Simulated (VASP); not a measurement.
Set up this calculation in VASP 6.6.1, as the native input.

```yaml
Task: relaxation of cell and atoms
Functional: PBEsol
Potentials_or_basis: VASP PAW PBE potentials, release 64 (Co, Si)
Cutoff: 600 eV
k_mesh: 14 × 14 × 14
Occupations: gaussian, width 0.1 eV
Spin: no spin polarisation
Target_pressure: 25 GPa
Dipole_correction: no
Further_INCAR_settings: ALGO = Normal; EDIFF = 1e-07; IBRION = 2; EDIFFG = -0.008; NSW = 70; ISIF = 3
```

The structure of CoSi2 lies in POSCAR:

```
CoSi2
1.0
    0.0000000000      2.5642626441      2.5642626441
    2.5642626441      0.0000000000      2.5642626441
    2.5642626441      2.5642626441      0.0000000000
Co Si
1 2
Direct
    0.0000000000      0.0000000000      0.0000000000
    0.2500000000      0.2500000000      0.2500000000
    0.7500000000      0.7500000000      0.7500000000
```

One way to write it, as run:

INCAR

```
ALGO = Normal ; EDIFF = 1E-7
EDIFFG = -0.008 ; ENCUT = 600
GGA = PS ; IBRION = 2
ISIF = 3 ; ISMEAR = 0
LASPH = True ; LCHARG = False
LREAL = False ; LWAVE = False
NELM = 80 ; NSW = 70
PREC = Accurate ; PSTRESS = 250.0
SIGMA = 0.1
```

KPOINTS

```
k-points
0
Gamma
  14 14 14
```

Potentials or basis: VASP PAW PBE potentials, release 64 (Co, Si).

Run with:

```console
$ cat potpaw_PBE.64/Co/POTCAR potpaw_PBE.64/Si/POTCAR > POTCAR
$ mpirun -np 1 vasp_std > vasp.out
```

Results of the run:

```json
{
  "Relaxed volume": "11.28 Å³/atom",
  "Relaxed cell": "a = 3.631 Å, b = 3.631 Å, c = 3.631 Å, α = 60.00°, β = 60.00°, γ = 60.00°",
  "Space group after relaxing (to 0.1 Å)": "Fm-3m (No. 225)",
  "Energy change on relaxing (the run minimises the enthalpy)": "-6.9 meV/atom",
  "Ionic steps": "3",
  "Pressure after relaxing": "25.0 GPa",
  "Band gap on the k mesh": "zero (an odd number of electrons rules out a gap without spin polarisation)"
}
```

Caveat: the cell is relaxed towards a set pressure, so the run minimises the enthalpy, not the energy; the PAW data sets were made with another functional, which shifts forces and pressure a little; the run has no spin polarisation, though such a crystal can be magnetic.

It took 110 s on 1 thread of Intel(R) Xeon(R) Platinum 8488C (Sapphire Rapids) (shared host), peak memory 0.21 GiB.
